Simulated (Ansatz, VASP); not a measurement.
KBr: VASP beside Ansatz

INCAR

```
SYSTEM = KBr
ALGO     = Normal         ! electronic algorithm
EDIFF    = 1E-7           ! SCF threshold, eV
ENCUT    = 520            ! plane-wave cutoff, eV
GGA      = PS             ! functional
ISIF     = 2              ! what is computed and relaxed
ISMEAR   = 0              ! smearing method
LASPH    = .True.         ! aspherical terms in the spheres
LCHARG   = .False.        ! write CHGCAR
LREAL    = .False.        ! projectors in reciprocal space
LWAVE    = .False.        ! write WAVECAR
NBANDS   = 15             ! bands
NELM     = 60             ! most SCF steps
PREC     = Accurate       ! precision mode
SIGMA    = 0.05           ! smearing width, eV
```

The input KPOINTS:

```
k-points
0
Gamma
  6 6 6
  0 0 0
```

File POSCAR:

```
KBr
1.0
    0.0000000000      3.4181545233      3.4181545233
    3.2748785852      0.1432759381      3.2748785852
    3.2748785852      3.2748785852      0.1432759381
K Br
1 1
Direct
    0.0000000000      0.0000000000      0.0000000000
    0.5000000000      0.5000000000      0.5000000000
```

Input for Ansatz:

```yaml
crystal:
  lattice:
    - [0.0, 3.4181545233, 3.4181545233]
    - [3.2748785852, 0.1432759381, 3.2748785852]
    - [3.2748785852, 3.2748785852, 0.1432759381]
  atoms:
    - { symbol: K, position: [0.0, 0.0, 0.0] }
    - { symbol: Br, position: [0.5, 0.5, 0.5] }
basis:
  ecutwfc: 420
kpoints:
  mp_grid: { grid: [6, 6, 6] }
hamiltonian:
  xc: pbesol
scf:
  occupations: { method: gaussian, width: 0.05 }
output:
  forces: true
  stress: true
  eigenvalues: true
```

Change from the starting cell: strain +0.0875 x Voigt [0, 0, 0, 1, 0, 0], atoms carried along.

Alike in both runs: task single point; functional PBEsol; k mesh 6 × 6 × 6; occupations gaussian, width 0.05 eV; no spin polarisation.

|  | VASP | Ansatz |
| --- | --- | --- |
| version | VASP 6.6.1 | Ansatz 0.2.0 |
| potentials or method | VASP PAW PBE potentials, release 64 (K_sv, Br), cutoff 520 eV | scalar-relativistic, plane waves, PAW |
| valence electrons in the cell | 16 | 16 |

Ansatz gave:

* gap on the k mesh at the Fermi level (eV): 4.21
* least direct gap on the mesh (eV): 4.21
* pressure (GPa): 0.0
* traceless stress, the component that is largest in VASP (GPa): -0.45

Which values does VASP return?

gap on the k mesh at the Fermi level (eV): 4.20; least direct gap on the mesh (eV): 4.20; pressure (GPa): 0.0; traceless stress, the component that is largest in VASP (GPa): -0.44.

VASP's potentials were made for PBE, not for PBEsol.
